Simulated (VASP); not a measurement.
# CuO (P-1) in VASP: single point with BLYP+D3(BJ)

Aim: the single point of CuO with BLYP+D3(BJ).

All numbers are computed with VASP 6.6.1; they aren't measurements. Logs are shortened: lines on timing, memory, paths and dates and some standing lists are left out, and cuts for length are marked.

## Step 1: The cell of the first run

The typed cell holds 8 atoms: a = 2.982 Å, b = 5.994 Å, c = 6.157 Å, α = 112.62°, β = 118.83°, γ = 91.23°.

## Step 2: Single point, BLYP+D3(BJ)

INCAR

```
SYSTEM = CuO
PREC     = Accurate       ! precision mode
ENCUT    = 520            ! plane-wave cutoff, eV
EDIFF    = 1E-7           ! SCF threshold, eV
ISMEAR   = -1             ! smearing method
SIGMA    = 0.05           ! smearing width, eV
LREAL    = .FALSE.        ! projectors in reciprocal space
LASPH    = .TRUE.         ! aspherical terms in the spheres
NELM     = 100            ! most SCF steps
ALGO     = Normal         ! electronic algorithm
ISIF     = 2              ! what is computed and relaxed
LWAVE    = .FALSE.        ! write WAVECAR
LCHARG   = .FALSE.        ! write CHGCAR
GGA      = B5             ! functional
ALDAX    = 1.0          
AGGAX    = 1.0          
AGGAC    = 1.0          
ALDAC    = 0.0          
IVDW     = 12             ! dispersion correction
VDW_S6   = 1.0          
VDW_S8   = 2.6996       
VDW_A1   = 0.4298       
VDW_A2   = 4.2359       
NBANDS   = 44             ! bands
```

KPOINTS

```
Automatic mesh
0
G
  9 5 5
  0 0 0
```

POSCAR

```
CuO
1.0
    2.0867236455     -2.1213097425      0.1954411678
   -1.5578976481     -1.8564996676     -5.4822480266
    1.7492254230      5.9020755417      0.0928641712
Cu O
4 4
Direct
    0.2500014645      1.0000023878      0.2500007901
    0.7499969419     -0.0000028475      0.7499987445
    0.2500012589      0.5000011711      0.7499996900
    0.7499999739      0.4999994441      0.2500001277
    0.6354796917      0.7634136571      0.1316992113
    0.4333905112      0.6705157555      0.5849991233
    0.0666066923      0.3294802362     -0.0849993518
    0.8645234656      0.2365901957      0.3683016650
```

Potentials or basis: VASP PAW PBE potentials, release 64 (Cu, O).

Command:

```console
$ cat potpaw_PBE.64/Cu/POTCAR potpaw_PBE.64/O/POTCAR > POTCAR
$ mpirun -np 1 vasp_std > vasp.out
```

OUTCAR:

```text
SYSTEM = CuO
   PREC = Accurate
   ENCUT = 520
   EDIFF = 1E-7
   ISMEAR = -1
   LREAL = .FALSE.
   LASPH = .TRUE.
   NELM = 100
   ISIF = 2
   GGA = B5
   IVDW = 12
 IVDW          = 12

 ion  position               nearest neighbor table
   1  0.250  0.000  0.250-   8 1.93   5 1.93   8 1.99   5 1.99   2 2.70   2 2.70
   2  0.750  1.000  0.750-   6 1.81   7 1.81   1 2.70   1 2.70
   3  0.250  0.500  0.750-   6 1.92   7 1.92   8 1.95   5 1.95   4 2.70   4 2.70
   4  0.750  0.500  0.250-   6 1.92   7 1.92   8 1.95   5 1.95   3 2.70   3 2.70
   5  0.635  0.763  0.132-   1 1.93   3 1.95   4 1.95   1 1.99
   6  0.433  0.671  0.585-   2 1.81   3 1.92   4 1.92
   7  0.067  0.329  0.915-   2 1.81   3 1.92   4 1.92
   8  0.865  0.237  0.368-   1 1.93   3 1.95   4 1.95   1 1.99

  LATTYP: Found a triclinic cell.
 ALAT       =     5.9940536803
 B/A-ratio  =     0.8998389387
 C/A-ratio  =     0.4974998632
 COS(alpha) =     0.0025327387
 COS(beta)  =     0.0214913817
 COS(gamma) =     0.4508368900

  Lattice vectors:

 A1 = (  -1.5578976481,  -1.8564996676,  -5.4822480266)
 A2 = (  -3.8359490685,  -3.7807657992,  -0.2883053390)
 A3 = (  -2.0867236455,   2.1213097425,  -0.1954411678)

Analysis of symmetry for initial positions (statically):
=====================================================================
 Subroutine PRICEL returns:
 Original cell was already a primitive cell.

 Routine SETGRP: Setting up the symmetry group for a
 triclinic supercell.

 Subroutine GETGRP returns: Found  1 space group operations
 (whereof  1 operations were pure point group operations)
 out of a pool of  2 trial point group operations.

The static configuration has the point symmetry C_1 .

Analysis of symmetry for dynamics (positions and initial velocities):
=====================================================================
 Subroutine PRICEL returns:
 Original cell was already a primitive cell.

 Routine SETGRP: Setting up the symmetry group for a
 triclinic supercell.

 Subroutine GETGRP returns: Found  1 space group operations
 (whereof  1 operations were pure point group operations)
 out of a pool of  2 trial point group operations.

The dynamic configuration has the point symmetry C_1 .

 Subroutine INISYM returns: Found  1 space group operations
 (whereof  1 operations are pure point group operations),
 and found     1 'primitive' translations

[... 109 lines left out ...]
   NSW    =      0    number of steps for IOM
   IBRION =     -1    ionic relax: 0-MD 1-quasi-New 2-CG
   NFREE  =      0    steps in history (QN), initial steepest desc. (CG)
   ISIF   =      2    stress and relaxation
   ISYM   =      2    0-nonsym 1-usesym 2-fastsym
   POTIM  = 0.5000    time-step for ionic-motion
   TEBEG  =    0.0;   TEEND  =   0.0 temperature during run
   PSTRESS=    0.0 pullay stress
   NELECT =      68.0000    total number of electrons
   NUPDOWN=      -1.0000    fix difference up-down
   EMIN   =  10.00;   EMAX   =-10.00  energy-range for DOS
   EFERMI =   0.00;   METHOD = LEGACY
   ISMEAR =    -1;   SIGMA  =   0.05  broadening in eV -4-tet -1-fermi 0-gaus
   EFERMI_NEDOS =   21; number of points for ismear=-14 and -15
   IALGO  =     38    algorithm
   IMIX   =      4    mixing-type and parameters
     AMIX     =   0.40;   BMIX     =  1.00
     AMIX_MAG =   1.60;   BMIX_MAG =  1.00
  volume/ion in A,a.u.               =      10.75        72.57
  Fermi-wavevector in a.u.,A,eV,Ry     =   1.513640  2.860365 31.172404  2.291107
  Thomas-Fermi vector in A             =   2.623404
   LORBIT       =      0    0 simple, 1 ext, 2 COOP (PROOUT), +10 PAW based schemes
   GGA     = B5    functional components
   LHFCALC =     F    Hartree Fock is set to
   AEXX    =    0.0000 exact exchange contribution
   IVDW    =    12    specifies the selected vdW correction
   LEPSILON=     F    determine dielectric tensor
   LRPA    =     F    only Hartree local field effects (RPA)
 non-spin polarized calculation
  energy-cutoff  :      520.00
  volume of cell :       86.03
 maximum number of plane-waves:      2338
 NGX is ok and might be reduce to    24
   NGX = 11   NGY = 23   NGZ = 23

 number of electron      67.9999958 magnetization

 Free energy of the ion-electron system (eV)
  ---------------------------------------------------
  ext. energy  EPLUGINS =         0.00000000
  ---------------------------------------------------
  free energy    TOTEN  =       -35.76713789 eV

  energy without entropy =      -35.72898289  energy(sigma->0) =      -35.74806039

 E-fermi :   5.1637     XC(G=0): -11.0133

 val. band max:        5.1532197427   @ k =   0.2222   0.0000   0.4000
 cond. band min:       5.1669579454   @ k =   0.2222   0.0000   0.0000
 fundamental gap:      0.0137382027
 Fermi energy:         5.1636681635

 k-point     1 :       0.0000    0.0000    0.0000
  band No.  band energies     occupation
      1     -14.3717      2.00000
      2     -13.2229      2.00000
      3     -13.1736      2.00000
      4     -12.9247      2.00000
      5      -2.7101      2.00000
      6      -1.5251      2.00000
[... 1117 lines left out ...]
     43      14.7693      0.00000
     44      17.6915      0.00000

 [... further k-points ...]

------------------------ aborting loop because EDIFF is reached ----------------------------------------

 Edisp (eV)   -4.62475

 E8    (eV) :    -3.2045

  FORCE on cell =-STRESS in cart. coord.  units (eV):
  Direction    XX          YY          ZZ          XY          YZ          ZX
  --------------------------------------------------------------------------------------
  -------------------------------------------------------------------------------------
  Total       0.38148     0.36706     0.88811     0.03554     0.25780    -0.30159
  in kB       7.10417     6.83568    16.53917     0.66193     4.80104    -5.61650
  external pressure =       10.16 kB  Pullay stress =        0.00 kB

 VOLUME and BASIS-vectors are now :
 -----------------------------------------------------------------------------
  energy-cutoff  :      520.00
  volume of cell :       86.03
      direct lattice vectors                 reciprocal lattice vectors
     2.086723645 -2.121309742  0.195441168     0.374091580 -0.109783562 -0.069129168
    -1.557897648 -1.856499668 -5.482248027     0.015697481 -0.001721301 -0.186284799
     1.749225423  5.902075542  0.092864171     0.139392740  0.129432343 -0.083442179

 POSITION                                       TOTAL-FORCE (eV/Angst)
 -----------------------------------------------------------------------------------
      0.95899      0.94519      0.07206         0.000024     -0.000004      0.000079
      1.31906      0.97908     -5.26600         0.000047     -0.000034     -0.000174
      1.05465      2.96797     -2.62262         0.000112      0.000345      0.000151
      1.22340     -1.04371     -2.57132        -0.000155     -0.000137     -0.000080
      0.36712     -1.98803     -4.04879        -0.012000      0.015385     -0.026617
      0.88307      1.28854     -3.53691         0.025448     -0.031906      0.071600
      1.22624      4.64743     -1.70830        -0.025465      0.031637     -0.071827
      2.07968     -0.09941     -1.09388         0.011990     -0.015285      0.026867
 -----------------------------------------------------------------------------------
    total drift:                               -0.000042     -0.000010     -0.000036

  FREE ENERGIE OF THE ION-ELECTRON SYSTEM (eV)
  ---------------------------------------------------
  free  energy   TOTEN  =       -40.3918924236 eV

  energy  without entropy=      -40.3537374270  energy(sigma->0) =      -40.37281493
```

OSZICAR:

```text
N       E                     dE             d eps       ncg     rms          rms(c)
DAV:   1     0.811709326086E+03    0.81171E+03   -0.30954E+04 10080   0.242E+03
[... 14 lines left out ...]
DAV:  16    -0.357692876105E+02   -0.16745E-02   -0.13653E-02 16496   0.148E+00    0.382E-01
DAV:  17    -0.357681299953E+02    0.11576E-02   -0.20070E-03 15044   0.497E-01    0.267E-01
DAV:  18    -0.357671613782E+02    0.96862E-03   -0.24921E-03 15708   0.571E-01    0.698E-02
DAV:  19    -0.357671452551E+02    0.16123E-04   -0.35176E-04 14560   0.241E-01    0.318E-02
DAV:  20    -0.357671387240E+02    0.65310E-05   -0.81684E-05 13808   0.104E-01    0.123E-02
DAV:  21    -0.357671381977E+02    0.52632E-06   -0.66020E-06 13956   0.258E-02    0.764E-03
DAV:  22    -0.357671377936E+02    0.40411E-06   -0.17819E-06 13704   0.148E-02    0.299E-03
DAV:  23    -0.357671378874E+02   -0.93836E-07   -0.79195E-07 11856   0.150E-02
   1 F= -.40391892E+02 E0= -.40372815E+02  d E =-.381550E-01
```

stdout:

```text
POSCAR found type information on POSCAR CuO
 POSCAR found :  2 types and       8 ions
 scaLAPACK will be used
 -----------------------------------------------------------------------------
|                                                                             |
|                                                                             |
|     You enforced a specific xc type in the INCAR file but a different       |
|     I HOPE YOU KNOW WHAT YOU ARE DOING!                                     |
|                                                                             |
 -----------------------------------------------------------------------------

 LDA part: xc-table for (Slater(with rela. corr.)+VWN5), standard interpolation
 POSCAR, INCAR and KPOINTS ok, starting setup
 FFT: planning ... GRIDC
 FFT: planning ... GRID_SOFT
 FFT: planning ... GRID
 WAVECAR not read
 entering main loop
```

Run time: 7.9 min. Hardware: 1 thread of Intel Xeon Platinum 8488C (Sapphire Rapids), shared host; peak memory 0.44 GiB.

Results:

```yaml
Free_energy: -40.3919 eV
Pressure: 1.0 GPa
Largest_force: 0.083 eV/Å
Band_gap_on_the_k_mesh: zero (bands 34 and 35 overlap by 0.73 eV)
Dispersion_energy_per_atom: -0.578 eV
```

Forces in eV/Å, atoms in the order of the input:
```
Cu   0.000  0.000  0.000
Cu   0.000  0.000  0.000
Cu   0.000  0.000  0.000
Cu   0.000  0.000  0.000
O   -0.012  0.015 -0.027
O    0.025 -0.032  0.072
O   -0.025  0.032 -0.072
O    0.012 -0.015  0.027
```

Caveat: the PAW data sets were made with another functional, which shifts forces and pressure a little; semilocal functionals often make such compounds metallic where correlation or magnetic order opens a gap, which also shifts bond lengths. With open d or f shells a metallic result of BLYP can be an artefact of self-interaction; +U or a hybrid may open a gap.
